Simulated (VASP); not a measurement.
# Se (P4/mmm) in VASP: notebook, part 2 of 2

VASP 6.6.1. Earlier steps stand in the parts before.

## 3. Single point, LDA (strain -0.015 along x and y, +0.000 along z)

Input file INCAR:

```
SYSTEM = Se
PREC = Accurate
ENCUT = 520
EDIFF = 1E-7
ISMEAR = 0
SIGMA = 0.15
LREAL = .FALSE.
LASPH = .TRUE.
NELM = 60
ALGO = Normal
ISIF = 2
LWAVE = .FALSE.
LCHARG = .TRUE.
GGA = CA
LELF = .TRUE.
LVHAR = .TRUE.
NBANDS = 9
```

Input file KPOINTS:

```
regular mesh
0
G
  16 16 16
  0 0 0
```

Input file POSCAR:

```
Se
1.0
    2.7684045747      0.0000000000      0.0000000000
    0.0000000000      2.7684045747      0.0000000000
    0.0000000000      0.0000000000      2.8105630200
Se
1
Direct
    0.0000000000      0.0000000000      0.0000000000
```

Potentials or basis: VASP PAW LDA potentials, release 64 (Se).

On the command line:

```sh
$ cat potpaw_LDA.64/Se/POTCAR > POTCAR
$ mpirun -np 1 vasp_std > vasp.out
```

OUTCAR:

```text
SYSTEM = Se
   PREC = Accurate
   ENCUT = 520
   EDIFF = 1E-7
   ISMEAR = 0
   LREAL = .FALSE.
   LASPH = .TRUE.
   NELM = 60
   ISIF = 2
   GGA = CA

 ion  position               nearest neighbor table
   1  0.000  0.000  0.000-

  LATTYP: Found a simple tetragonal cell.
 ALAT       =     2.7684045747
 C/A-ratio  =     1.0152284264

  Lattice vectors:

 A1 = (   2.7684045747,   0.0000000000,   0.0000000000)
 A2 = (   0.0000000000,   2.7684045747,   0.0000000000)
 A3 = (   0.0000000000,   0.0000000000,   2.8105630200)

Analysis of symmetry for initial positions (statically):
=====================================================================
 Subroutine PRICEL returns:
 Original cell was already a primitive cell.

 Routine SETGRP: Setting up the symmetry group for a
 simple tetragonal supercell.

 Subroutine GETGRP returns: Found 16 space group operations
 (whereof 16 operations were pure point group operations)
 out of a pool of 16 trial point group operations.

The static configuration has the point symmetry D_4h.

Analysis of symmetry for dynamics (positions and initial velocities):
=====================================================================
 Subroutine PRICEL returns:
 Original cell was already a primitive cell.

 Routine SETGRP: Setting up the symmetry group for a
 simple tetragonal supercell.

 Subroutine GETGRP returns: Found 16 space group operations
 (whereof 16 operations were pure point group operations)
 out of a pool of 16 trial point group operations.

The dynamic configuration has the point symmetry D_4h.

 Subroutine INISYM returns: Found 16 space group operations
 (whereof 16 operations are pure point group operations),
 and found     1 'primitive' translations

----------------------------------------------------------------------------------------

                                     Primitive cell

  volume of cell :      21.5403

  direct lattice vectors                    reciprocal lattice vectors
[... 110 lines left out ...]
   GGA     = CA    functional components
   LHFCALC =     F    Hartree Fock is set to
   AEXX    =    0.0000 exact exchange contribution
   IVDW    =     0    specifies the selected vdW correction
   LEPSILON=     F    determine dielectric tensor
   LRPA    =     F    only Hartree local field effects (RPA)
 non-spin polarized calculation
 Gauss-broadening in eV      SIGMA  =   0.15
  energy-cutoff  :      520.00
  volume of cell :       21.54
 maximum number of plane-waves:       599
 NGX is ok and might be reduce to    24
   NGX = 11   NGY = 11   NGZ = 11

 number of electron       6.0000000 magnetization

 Free energy of the ion-electron system (eV)
  ---------------------------------------------------
  ext. energy  EPLUGINS =         0.00000000
  ---------------------------------------------------
  free energy    TOTEN  =        -4.07982354 eV

  energy without entropy =       -4.07411564  energy(sigma->0) =       -4.07696959

 E-fermi :   5.2507     XC(G=0): -10.3663

 val. band max:        5.2435018270   @ k =   0.1250   0.0625   0.1875
 cond. band min:       5.2594279836   @ k =   0.2500   0.0000   0.1250
 fundamental gap:      0.0159261565
 Fermi energy:         5.2507200978

 k-point     1 :       0.0000    0.0000    0.0000
  band No.  band energies     occupation
      1     -11.1457      2.00000
      2       6.5053      0.00000
      3       6.9113      0.00000
      4       6.9113      0.00000
      5      12.8251      0.00000
      6      13.1354      0.00000
      7      13.3676      0.00000
      8      27.8882      0.00000
      9      27.9080      0.00000
[... 265 lines left out ...]
 k-point    24 :       0.5000    0.1250    0.0000
  band No.  band energies     occupation
      1      -8.6035      2.00000
      2      -1.8554      2.00000
      3       6.6177      0.00000
      4       8.2694      0.00000
      5      14.8446      0.00000
      6      16.0879      0.00000
      7      18.8827      0.00000
      8      19.0130      0.00000
      9      19.6553      0.00000

 [... further k-points ...]

------------------------ aborting loop because EDIFF is reached ----------------------------------------

  FORCE on cell =-STRESS in cart. coord.  units (eV):
  Direction    XX          YY          ZZ          XY          YZ          ZX
  --------------------------------------------------------------------------------------
  -------------------------------------------------------------------------------------
  Total       -0.0821081     -0.0821081     -0.2450728      0.0000000      0.0000000     -0.0000000
  in kB       -6.1072271     -6.1072271    -18.2285944      0.0000000      0.0000000     -0.0000000
  external PRESSURE =     -10.1476829 kB  Pullay stress =       0.0000000 kB

 VOLUME and BASIS-vectors are now :
 -----------------------------------------------------------------------------
  energy-cutoff  :      520.00
  volume of cell :       21.54
      direct lattice vectors                 reciprocal lattice vectors
     2.768404575  0.000000000  0.000000000     0.361218880  0.000000000  0.000000000
     0.000000000  2.768404575  0.000000000     0.000000000  0.361218880  0.000000000
     0.000000000  0.000000000  2.810563020     0.000000000  0.000000000  0.355800597

 POSITION                                       TOTAL-FORCE (eV/Angst)
 -----------------------------------------------------------------------------------
      0.00000      0.00000      0.00000         0.000000      0.000000      0.000000
 -----------------------------------------------------------------------------------
    total drift:                               -0.000000     -0.000000      0.000000

  FREE ENERGIE OF THE ION-ELECTRON SYSTEM (eV)
  ---------------------------------------------------
  free  energy   TOTEN  =        -4.0798235433 eV

  energy  without entropy=       -4.0741156448  energy(sigma->0) =       -4.07696959
```

OSZICAR:

```text
N       E                     dE             d eps       ncg     rms          rms(c)
DAV:   1     0.900716109659E+01    0.90072E+01   -0.28102E+03  7322   0.562E+02
DAV:   2    -0.377547045935E+01   -0.12783E+02   -0.12125E+02  9782   0.767E+01
DAV:   3    -0.408099166043E+01   -0.30552E+00   -0.30372E+00  8531   0.110E+01
DAV:   4    -0.408164630915E+01   -0.65465E-03   -0.65460E-03 10220   0.587E-01
DAV:   5    -0.408164689484E+01   -0.58569E-06   -0.58608E-06  8767   0.144E-02    0.427E+00
DAV:   6    -0.408048388805E+01    0.11630E-02   -0.35545E-04  9074   0.124E-01    0.255E+00
DAV:   7    -0.407982526272E+01    0.65863E-03   -0.71194E-04  7845   0.180E-01    0.384E-02
DAV:   8    -0.407982282673E+01    0.24360E-05   -0.27777E-05  8301   0.292E-02    0.896E-03
DAV:   9    -0.407982352812E+01   -0.70139E-06   -0.11626E-06  9440   0.628E-03    0.284E-03
DAV:  10    -0.407982354331E+01   -0.15194E-07   -0.28881E-07  7931   0.264E-03
   1 F= -.40798235E+01 E0= -.40769696E+01  d E =-.570790E-02
```

stdout:

```text
POSCAR found type information on POSCAR Se
 POSCAR found :  1 types and       1 ions
 scaLAPACK will be used
 LDA part: xc-table for (Slater(with rela. corr.)+CA(PZ))
 , standard interpolation
 POSCAR, INCAR and KPOINTS ok, starting setup
 FFT: planning ... GRIDC
 FFT: planning ... GRID_SOFT
 FFT: planning ... GRID
 WAVECAR not read
 entering main loop
```

Run time: 28 s. Hardware: 1 thread of AMD EPYC 9R45 (Zen 5), shared host; peak memory 0.15 GiB.

What came out:

| Property | Result |
| --- | --- |
| Free energy | -4.0798 eV |
| Pressure | -1.0 GPa |
| Band gap on the k mesh | zero (bands 3 and 4 overlap by 6.38 eV) |

Stress tensor (GPa, compression positive):
```
-0.61  0.00  0.00
 0.00 -0.61  0.00
 0.00  0.00 -1.82
```

Levels at points of the mesh, in eV from the Fermi level:
| k point | band 1 | band 2 | band 3 | band 4 | band 5 | band 6 |
| --- | --- | --- | --- | --- | --- | --- |
| (0.00, 0.00, 0.00) | -16.40 | 1.25 | 1.66 | 1.66 | 7.57 | 7.88 |
| (0.50, 0.00, 0.00) | -14.09 | -7.34 | 2.84 | 3.23 | 10.08 | 11.90 |
| (0.50, 0.50, 0.00) | -11.79 | -5.22 | -5.22 | 2.65 | 4.28 | 13.73 |
| (0.00, 0.00, 0.50) | -14.28 | -7.26 | 3.10 | 3.10 | 10.05 | 11.92 |
| (0.50, 0.00, 0.50) | -11.99 | -5.37 | -5.12 | 2.63 | 4.53 | 13.85 |
| (0.50, 0.50, 0.50) | -9.63 | -3.50 | -3.50 | -3.23 | 5.60 | 5.77 |

Caveat: the cell differs from its parent crystal (strain -0.015 along x and y, +0.000 along z).

## 4. Single point, LDA (strain +0.000 along x and y, -0.015 along z)

Input file INCAR:

```
SYSTEM = Se
ALGO = Normal
EDIFF = 1E-6
ENCUT = 520
GGA = CA
ISIF = 2
ISMEAR = 0
LASPH = .TRUE.
LCHARG = .FALSE.
LREAL = .FALSE.
LWAVE = .FALSE.
NBANDS = 9
NELM = 60
PREC = Accurate
SIGMA = 0.15
```

Input file KPOINTS:

```
k-points
0
G
  16 16 16
  0 0 0
```

Input file POSCAR:

```
Se
1.0
    2.8105630200      0.0000000000      0.0000000000
    0.0000000000      2.8105630200      0.0000000000
    0.0000000000      0.0000000000      2.7684045747
Se
1
Direct
    0.0000000000      0.0000000000      0.0000000000
```

On the command line:

```sh
$ cat potpaw_LDA.64/Se/POTCAR > POTCAR
$ mpirun -np 1 vasp_std > vasp.out
```

It took 26 s on 1 thread of AMD EPYC 9R45 (Zen 5), shared host; peak memory 0.16 GiB.

It converged, with:

```
Free energy            : -4.0766 eV
Pressure               : -2.2 GPa
Band gap on the k mesh : zero (bands 3 and 4 overlap by 6.21 eV)
```

Stress tensor (GPa, compression positive):
```
-2.57  0.00  0.00
 0.00 -2.57  0.00
 0.00  0.00 -1.50
```

Levels at points of the mesh, in eV from the Fermi level:
```
           k point  band 1  band 2  band 3  band 4  band 5  band 6
(0.00, 0.00, 0.00)  -16.26    1.37    1.37    1.77    7.67    7.73
(0.50, 0.00, 0.00)  -14.14   -7.15    2.82    3.21   10.04   11.81
(0.50, 0.50, 0.00)  -12.04   -5.16   -5.16    2.71    4.51   13.78
(0.00, 0.00, 0.50)  -13.94   -7.22    2.95    2.95   10.11   11.75
(0.50, 0.00, 0.50)  -11.83   -5.26   -5.01    2.74    4.26   13.66
(0.50, 0.50, 0.50)   -9.68   -3.53   -3.26   -3.26    5.71    5.71
```

Caveat: the cell differs from its parent crystal (strain +0.000 along x and y, -0.015 along z).

## 5. Single point, LDA (strain -0.015 along x and y, +0.015 along z)

Input file INCAR:

```
PREC = Accurate
ENCUT = 520
EDIFF = 1E-6
ISMEAR = 0
SIGMA = 0.15
LREAL = F
LASPH = T
NELM = 100
ALGO = Normal
ISIF = 2
LWAVE = F
LCHARG = F
NBANDS = 9
```

Input file KPOINTS:

```
regular mesh
0
Gamma
  16 16 16
```

Input file POSCAR:

```
Se
1.0
    2.7684045747      0.0000000000      0.0000000000
    0.0000000000      2.7684045747      0.0000000000
    0.0000000000      0.0000000000      2.8527214653
Se
1
Direct
    0.0000000000      0.0000000000      0.0000000000
```

On the command line:

```sh
$ cat potpaw_LDA.64/Se/POTCAR > POTCAR
$ mpirun -np 1 vasp_std > vasp.out
```

Run time: 26 s. Hardware: 1 thread of AMD EPYC 9R45 (Zen 5), shared host; peak memory 0.15 GiB.

The run converged. Its results:

```yaml
Free_energy: -4.0746 eV
Pressure: -2.1 GPa
Band_gap_on_the_k_mesh: zero (bands 3 and 4 overlap by 6.29 eV)
```

Stress tensor (GPa, compression positive):
```
-1.47  0.00  0.00
 0.00 -1.47  0.00
 0.00  0.00 -3.40
```

Levels at points of the mesh, in eV from the Fermi level:
| k point | band 1 | band 2 | band 3 | band 4 | band 5 | band 6 |
| --- | --- | --- | --- | --- | --- | --- |
| (0.00, 0.00, 0.00) | -16.28 | 0.97 | 1.75 | 1.75 | 7.30 | 7.98 |
| (0.50, 0.00, 0.00) | -13.97 | -7.24 | 2.57 | 3.32 | 10.03 | 11.83 |
| (0.50, 0.50, 0.00) | -11.65 | -5.13 | -5.13 | 2.75 | 4.02 | 13.55 |
| (0.00, 0.00, 0.50) | -14.33 | -7.09 | 3.07 | 3.07 | 10.00 | 11.82 |
| (0.50, 0.00, 0.50) | -12.04 | -5.41 | -4.92 | 2.70 | 4.50 | 13.77 |
| (0.50, 0.50, 0.50) | -9.69 | -3.54 | -3.54 | -3.01 | 5.54 | 5.87 |

Caveat: the cell differs from its parent crystal (strain -0.015 along x and y, +0.015 along z).

## 6. Overview

| cell | gap on the mesh (eV) | pressure (GPa) |
| --- | --- | --- |
| a = 2.811, b = 2.811, c = 2.726 Å, 1 atom | none | -0.9 |
| a = 2.768, b = 2.768, c = 2.811 Å, 1 atom | none | -1.0 |
| a = 2.811, b = 2.811, c = 2.768 Å, 1 atom | none | -2.2 |
| a = 2.768, b = 2.768, c = 2.853 Å, 1 atom | none | -2.1 |

Alike in all rows: task single point; level LDA; potentials or basis VASP PAW LDA potentials, release 64 (Se); no spin polarisation; k mesh 16 × 16 × 16; cutoff (eV) 520; smearing gaussian 0.15 eV.

Absolute energies hang on the potentials; compare differences alone.
